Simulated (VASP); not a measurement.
# Li3TeH (Pm-3m) in VASP: further runs

Runs on Li3TeH. Level: PBE+D3(BJ). Tasks: single point, relaxation of cell and atoms.

Everything below comes from runs of VASP 6.6.1. Logs are shortened: lines on timing, memory, paths and dates and some standing lists are left out, and cuts for length are marked.

**1. The cell of the first run**

The structure is cubic, space group Pm-3m (No. 221). Conventional cell: a = 4.074 Å, b = 4.074 Å, c = 4.074 Å, α = 90.00°, β = 90.00°, γ = 90.00°. Within 2.7 Å of Li (site symmetry 4/mmm) lie 2 H at 2.04 Å. Te (site symmetry m-3m) has 12 Li at 2.88 Å and 8 H at 3.53 Å within 3.8 Å. Within 2.7 Å of H (site symmetry m-3m) lie 6 Li at 2.04 Å.

**2. Single point, PBE+D3(BJ)**

INCAR

```
SYSTEM = Li3TeH
  PREC = Accurate
  ENCUT = 520
  EDIFF = 1E-6
  ISMEAR = 0
  SIGMA = 0.02
  LREAL = .False.
  LASPH = .True.
  NELM = 80
  ALGO = Normal
  ISIF = 2
  LWAVE = .False.
  LCHARG = .True.
  GGA = PE
  IVDW = 12
  LELF = .True.
  LVHAR = .True.
  NBANDS = 16
```

KPOINTS

```
regular mesh
0
Gamma
  6 6 6
  0 0 0
```

POSCAR

```
Li3TeH
1.0
    4.0744725390      0.0000000000      0.0000000000
    0.0000000000      4.0744725390      0.0000000000
    0.0000000000      0.0000000000      4.0744725390
Li Te H
3 1 1
Direct
    0.5000000000      0.0000000000      0.5000000000
    0.0000000000      0.5000000000      0.5000000000
    0.5000000000      0.5000000000      0.0000000000
    0.0000000000      0.0000000000      0.0000000000
    0.5000000000      0.5000000000      0.5000000000
```

Potentials or basis: VASP PAW PBE potentials, release 64 (Li_sv, Te, H).

Started as:

```
> cat potpaw_PBE.64/Li_sv/POTCAR potpaw_PBE.64/Te/POTCAR potpaw_PBE.64/H/POTCAR > POTCAR
> mpirun -np 1 vasp_std > vasp.out
```

OUTCAR:

```text
SYSTEM = Li3TeH
   PREC = Accurate
   ENCUT = 520
   EDIFF = 1E-6
   ISMEAR = 0
   LREAL = .False.
   LASPH = .True.
   NELM = 80
   ISIF = 2
   GGA = PE
   IVDW = 12
 IVDW          = 12

 ion  position               nearest neighbor table
   1  0.500  0.000  0.500-   4 2.88   4 2.88   4 2.88   4 2.88
   2  0.000  0.500  0.500-   4 2.88   4 2.88   4 2.88   4 2.88
   3  0.500  0.500  0.000-   4 2.88   4 2.88   4 2.88   4 2.88
   4  0.000  0.000  0.000-   1 2.88   2 2.88   3 2.88   1 2.88   2 2.88   2 2.88   3 2.88   2 2.88
                             1 2.88   3 2.88   1 2.88   3 2.88
   5  0.500  0.500  0.500-

  LATTYP: Found a simple cubic cell.
 ALAT       =     4.0744725390

  Lattice vectors:

 A1 = (   4.0744725390,   0.0000000000,   0.0000000000)
 A2 = (   0.0000000000,   4.0744725390,   0.0000000000)
 A3 = (   0.0000000000,   0.0000000000,   4.0744725390)

Analysis of symmetry for initial positions (statically):
=====================================================================
 Subroutine PRICEL returns:
 Original cell was already a primitive cell.

 Routine SETGRP: Setting up the symmetry group for a
 simple cubic supercell.

 Subroutine GETGRP returns: Found 48 space group operations
 (whereof 48 operations were pure point group operations)
 out of a pool of 48 trial point group operations.

The static configuration has the point symmetry O_h .

Analysis of symmetry for dynamics (positions and initial velocities):
=====================================================================
 Subroutine PRICEL returns:
 Original cell was already a primitive cell.

 Routine SETGRP: Setting up the symmetry group for a
 simple cubic supercell.

 Subroutine GETGRP returns: Found 48 space group operations
 (whereof 48 operations were pure point group operations)
 out of a pool of 48 trial point group operations.

The dynamic configuration has the point symmetry O_h .

 Subroutine INISYM returns: Found 48 space group operations
 (whereof 48 operations are pure point group operations),
 and found     1 'primitive' translations

----------------------------------------------------------------------------------------

                                     Primitive cell

  volume of cell :      67.6416

  direct lattice vectors                    reciprocal lattice vectors
     4.074472539  0.000000000  0.000000000     0.245430541  0.000000000  0.000000000
     0.000000000  4.074472539  0.000000000     0.000000000  0.245430541  0.000000000
     0.000000000  0.000000000  4.074472539     0.000000000  0.000000000  0.245430541

  length of vectors
     4.074472539  4.074472539  4.074472539     0.245430541  0.245430541  0.245430541

  position of ions in fractional coordinates (direct lattice)
     0.500000000  0.000000000  0.500000000
     0.000000000  0.500000000  0.500000000
     0.500000000  0.500000000  0.000000000
     0.000000000  0.000000000  0.000000000
     0.500000000  0.500000000  0.500000000

  ion indices of the primitive-cell ions
   primitive index   ion index
                 1           1
                 2           2
                 3           3
                 4           4
                 5           5

----------------------------------------------------------------------------------------

 KPOINTS: regular mesh

Automatic generation of k-mesh.
 Grid dimensions read from file:
 generate k-points for:    6    6    6

 Generating k-lattice:

  Cartesian coordinates                     Fractional coordinates (reciprocal lattice)
     0.040905090  0.000000000  0.000000000     0.166666667  0.000000000  0.000000000
     0.000000000  0.040905090  0.000000000     0.000000000  0.166666667  0.000000000
     0.000000000  0.000000000  0.040905090     0.000000000  0.000000000  0.166666667

  Length of vectors
     0.040905090  0.040905090  0.040905090

  Shift w.r.t. Gamma in fractional coordinates (k-lattice)
     0.000000000  0.000000000  0.000000000

 Subroutine IBZKPT returns following result:
 ===========================================

 Found     20 irreducible k-points:

 Following reciprocal coordinates:
            Coordinates               Weight
  0.000000  0.000000  0.000000      1.000000
  0.166667  0.000000  0.000000      6.000000
  0.333333  0.000000  0.000000      6.000000
  0.500000  0.000000  0.000000      3.000000
  0.166667  0.166667  0.000000     12.000000
  0.333333  0.166667  0.000000     24.000000
[... 12 lines left out ...]
  0.500000  0.500000  0.333333      6.000000
  0.500000  0.500000  0.500000      1.000000
   k-points           NKPTS =     20   k-points in BZ     NKDIM =     20   number of bands    NBANDS=     16
   number of dos      NEDOS =    301   number of ions     NIONS =      5
   total plane-waves  NPLWV =  27000
   dimension x,y,z NGX =    30 NGY =   30 NGZ =   30
   dimension x,y,z NGXF=    60 NGYF=   60 NGZF=   60
   ions per type =               3   1   1
   NGX,Y,Z   is equivalent  to a cutoff of  12.24, 12.24, 12.24 a.u.
   NGXF,Y,Z  is equivalent  to a cutoff of  24.48, 24.48, 24.48 a.u.
 SYSTEM =  Li3TeH
   PREC   = accura    normal or accurate (medium, high low for compatibility)
   ISTART =      0    job   : 0-new  1-cont  2-samecut
   ICHARG =      2    charge: 1-file 2-atom 10-const
   ISPIN  =      1    spin polarized calculation?
   LNONCOLLINEAR =      F non collinear calculations
   LSORBIT =      F    spin-orbit coupling
   LASPH  =      T    aspherical Exc in radial PAW
   ENCUT  =  520.0 eV  38.22 Ry    6.18 a.u.   7.58  7.58  7.58*2*pi/ulx,y,z
   NELM   =     80;   NELMIN=  2; NELMDL= -5     # of ELM steps
   EDIFF  = 0.1E-05   stopping-criterion for ELM
   LREAL  =      F    real-space projection
   EDIFFG = 0.1E-04   stopping-criterion for IOM
   NSW    =      0    number of steps for IOM
   IBRION =     -1    ionic relax: 0-MD 1-quasi-New 2-CG
   NFREE  =      0    steps in history (QN), initial steepest desc. (CG)
   ISIF   =      2    stress and relaxation
   ISYM   =      2    0-nonsym 1-usesym 2-fastsym
   POTIM  = 0.5000    time-step for ionic-motion
   TEBEG  =    0.0;   TEEND  =   0.0 temperature during run
   PSTRESS=    0.0 pullay stress
   NELECT =      16.0000    total number of electrons
   NUPDOWN=      -1.0000    fix difference up-down
   EMIN   =  10.00;   EMAX   =-10.00  energy-range for DOS
   EFERMI =   0.00;   METHOD = LEGACY
   ISMEAR =     0;   SIGMA  =   0.02  broadening in eV -4-tet -1-fermi 0-gaus
   EFERMI_NEDOS =   21; number of points for ismear=-14 and -15
   IALGO  =     38    algorithm
   IMIX   =      4    mixing-type and parameters
     AMIX     =   0.40;   BMIX     =  1.00
     AMIX_MAG =   1.60;   BMIX_MAG =  1.00
  volume/ion in A,a.u.               =      13.53        91.29
  Fermi-wavevector in a.u.,A,eV,Ry     =   1.012457  1.913267 13.946924  1.025070
  Thomas-Fermi vector in A             =   2.145568
   LORBIT       =      0    0 simple, 1 ext, 2 COOP (PROOUT), +10 PAW based schemes
   GGA     = PE    functional components
   LHFCALC =     F    Hartree Fock is set to
   AEXX    =    0.0000 exact exchange contribution
   IVDW    =    12    specifies the selected vdW correction
   LEPSILON=     F    determine dielectric tensor
   LRPA    =     F    only Hartree local field effects (RPA)
 non-spin polarized calculation
 Gauss-broadening in eV      SIGMA  =   0.02
  energy-cutoff  :      520.00
  volume of cell :       67.64
 maximum number of plane-waves:      1856
   NGX = 15   NGY = 15   NGZ = 15

 number of electron      16.0000009 magnetization

 Free energy of the ion-electron system (eV)
  ---------------------------------------------------
  ext. energy  EPLUGINS =         0.00000000
  ---------------------------------------------------
  free energy    TOTEN  =       -16.06502299 eV

  energy without entropy =      -16.06502299  energy(sigma->0) =      -16.06502299

 E-fermi :   4.2963     XC(G=0):  -9.0832

 val. band max:        4.1596289896   @ k =   0.5000   0.5000   0.0000
 cond. band min:       7.0849072050   @ k =   0.5000   0.5000   0.5000
 fundamental gap:      2.9252782155
 Fermi energy:         4.2962851875

 k-point     1 :       0.0000    0.0000    0.0000
  band No.  band energies     occupation
      1     -41.6388      2.00000
      2     -41.6014      2.00000
      3     -41.6014      2.00000
      4      -6.8964      2.00000
      5       1.1862      2.00000
      6       2.5578      2.00000
[... 8 lines left out ...]
     15      13.1433      0.00000
     16      13.1433      0.00000

 k-point     2 :       0.1667    0.0000    0.0000
  band No.  band energies     occupation
      1     -41.6365      2.00000
      2     -41.6034      2.00000
      3     -41.6013      2.00000
      4      -6.8009      2.00000
      5       0.4569      2.00000
      6       2.7331      2.00000
[... 8 lines left out ...]
     15      12.5311      0.00000
     16      13.1616      0.00000

 k-point     3 :       0.3333    0.0000    0.0000
  band No.  band energies     occupation
      1     -41.6307      2.00000
      2     -41.6090      2.00000
      3     -41.6012      2.00000
      4      -6.5873      2.00000
      5      -0.5846      2.00000
      6       3.0636      2.00000
[... 8 lines left out ...]
     15      12.9574      0.00000
     16      13.6971      0.00000

 k-point     4 :       0.5000    0.0000    0.0000
  band No.  band energies     occupation
      1     -41.6260      2.00000
      2     -41.6136      2.00000
      3     -41.6013      2.00000
      4      -6.4661      2.00000
      5      -1.0280      2.00000
      6       3.1558      2.00000
[... 8 lines left out ...]
     15      13.8642      0.00000
     16      15.0471      0.00000
[... 248 lines left out ...]
 k-point    18 :       0.5000    0.3333    0.3333
  band No.  band energies     occupation
      1     -41.6163      2.00000
      2     -41.6132      2.00000
      3     -41.6101      2.00000
      4      -5.7853      2.00000
      5       0.0002      2.00000
      6       1.0205      2.00000
[... 8 lines left out ...]
     15      15.5164      0.00000
     16      15.9639      0.00000

 k-point    19 :       0.5000    0.5000    0.3333
  band No.  band energies     occupation
      1     -41.6131      2.00000
      2     -41.6131      2.00000
      3     -41.6131      2.00000
      4      -5.6423      2.00000
      5       0.2892      2.00000
      6       0.7198      2.00000
[... 8 lines left out ...]
     15      14.6518      0.00000
     16      16.8142      0.00000

 k-point    20 :       0.5000    0.5000    0.5000
  band No.  band energies     occupation
      1     -41.6131      2.00000
      2     -41.6131      2.00000
      3     -41.6131      2.00000
      4      -5.4901      2.00000
      5       0.3096      2.00000
      6       0.7887      2.00000
[... 8 lines left out ...]
     15      15.3951      0.00000
     16      17.8433      0.00000

------------------------ aborting loop because EDIFF is reached ----------------------------------------

 Edisp (eV)   -1.40471

 E8    (eV) :    -0.5881

  FORCE on cell =-STRESS in cart. coord.  units (eV):
  Direction    XX          YY          ZZ          XY          YZ          ZX
  --------------------------------------------------------------------------------------
  -------------------------------------------------------------------------------------
  Total      -0.03202    -0.03202    -0.03202    -0.00000    -0.00000     0.00000
  in kB      -0.75837    -0.75837    -0.75837    -0.00000    -0.00000     0.00000
  external pressure =       -0.76 kB  Pullay stress =        0.00 kB

 VOLUME and BASIS-vectors are now :
 -----------------------------------------------------------------------------
  energy-cutoff  :      520.00
  volume of cell :       67.64
      direct lattice vectors                 reciprocal lattice vectors
     4.074472539  0.000000000  0.000000000     0.245430541  0.000000000  0.000000000
     0.000000000  4.074472539  0.000000000     0.000000000  0.245430541  0.000000000
     0.000000000  0.000000000  4.074472539     0.000000000  0.000000000  0.245430541

 POSITION                                       TOTAL-FORCE (eV/Angst)
 -----------------------------------------------------------------------------------
      2.03724      0.00000      2.03724         0.000000      0.000000      0.000000
      0.00000      2.03724      2.03724         0.000000      0.000000      0.000000
      2.03724      2.03724      0.00000         0.000000      0.000000      0.000000
      0.00000      0.00000      0.00000         0.000000      0.000000      0.000000
      2.03724      2.03724      2.03724         0.000000      0.000000      0.000000
 -----------------------------------------------------------------------------------
    total drift:                                0.000000      0.000000     -0.000000

  FREE ENERGIE OF THE ION-ELECTRON SYSTEM (eV)
  ---------------------------------------------------
  free  energy   TOTEN  =       -17.4697294942 eV

  energy  without entropy=      -17.4697294942  energy(sigma->0) =      -17.46972949
```

Wall time 24 s (1 thread of Intel Xeon Platinum 8488C (Sapphire Rapids), shared host); peak memory 0.19 GiB.

Results:

| Property | Result |
| --- | --- |
| Free energy | -17.4697 eV |
| Band gap on the k mesh | 2.93 eV (least direct gap 3.80 eV) |
| Dispersion energy per atom | -0.281 eV |

Caveat: the cutoff is under 1.25 times the usual one of these potentials, so pressure, stress and relaxed cells hold a basis-set (Pulay) error; spin-orbit coupling is left out, which moves the levels of the heavy elements. A k mesh can miss the band edges.

**3. Relaxation of cell and atoms, PBE+D3(BJ)**

This run uses another cell than the first one, of 14.74 Å³/atom.

INCAR

```
SYSTEM = Li3TeH
ALGO = Normal
EDIFF = 1E-6
EDIFFG = -0.005
ENCUT = 600
GGA = PE
IBRION = 2
ISIF = 3
ISMEAR = 0
IVDW = 12
LASPH = .TRUE.
LCHARG = .FALSE.
LREAL = .FALSE.
LWAVE = .FALSE.
NELM = 60
NSW = 70
PREC = Accurate
SIGMA = 0.02
```

KPOINTS

```
k-points
0
G
  6 6 6
  0 0 0
```

Changes to POSCAR since step 2:

```diff
@@ -2,5 +2,5 @@
 1.0
-    4.0744725390      0.0000000000      0.0000000000
-    0.0000000000      4.0744725390      0.0000000000
-    0.0000000000      0.0000000000      4.0744725390
+    4.1922815372      0.0000000000      0.0000000000
+    0.0000000000      4.1922815372      0.0000000000
+    0.0000000000      0.0000000000      4.1922815372
 Li Te H
```

Potentials or basis: VASP PAW PBE potentials, release 64 (Li_sv, Te, H).

Started as:

```
> cat potpaw_PBE.64/Li_sv/POTCAR potpaw_PBE.64/Te/POTCAR potpaw_PBE.64/H/POTCAR > POTCAR
> mpirun -np 1 vasp_std > vasp.out
```

Run time: 52 s. Hardware: 1 thread of Intel Xeon Platinum 8488C (Sapphire Rapids), shared host; peak memory 0.24 GiB.

It converged, with:

```yaml
Free_energy: -17.4744 eV
Relaxed_volume: 13.48 Å³/atom
Relaxed_cell: a = 4.069 Å, b = 4.069 Å, c = 4.069 Å, α = 90.00°, β = 90.00°, γ = 90.00°
Space_group_after_relaxing_to_0.1_Å: Pm-3m (No. 221)
Energy_gained_by_relaxing: 12.6 meV/atom
Ionic_steps: 4
Pressure_after_relaxing: 0.0 GPa
Band_gap_on_the_k_mesh: 2.92 eV (least direct gap 3.81 eV)
Dispersion_energy_per_atom: -0.282 eV
```

The path:
```
step  energy change (eV)  largest force (eV/Å)  pressure (GPa)  volume (Å³)
   1              0.0000                0.0000           -2.98        73.68
   2             -0.0432                0.0000           -1.77        70.80
   3             -0.0625                0.0000           -0.21        67.77
   4             -0.0628                0.0000            0.01        67.39
```

Final structure:
```
CELL_PARAMETERS angstrom
4.06934 0.00000 0.00000
0.00000 4.06934 0.00000
0.00000 0.00000 4.06934
ATOMIC_POSITIONS crystal
Li 0.50000 0.00000 0.50000
Li 0.00000 0.50000 0.50000
Li 0.50000 0.50000 0.00000
Te 0.00000 0.00000 0.00000
H 0.50000 0.50000 0.50000
```

Levels at points of the mesh, in eV from the valence-band top:
```tsv
k point	band 6	band 7	band 8	band 9	band 10	band 11
(0.00, 0.00, 0.00)	-1.61	-1.61	-1.61	4.28	4.28	6.49
(0.50, 0.00, 0.00)	-1.01	-0.72	-0.72	3.36	3.36	3.42
(0.50, 0.50, 0.00)	-3.64	-3.64	0.00	3.81	5.33	5.33
(0.50, 0.50, 0.50)	-3.39	-3.39	-3.39	2.92	2.92	2.92
```

Caveat: the cutoff is under 1.25 times the usual one of these potentials, so pressure, stress and relaxed cells hold a basis-set (Pulay) error; spin-orbit coupling is left out, which moves the levels of the heavy elements. A k mesh can miss the band edges.
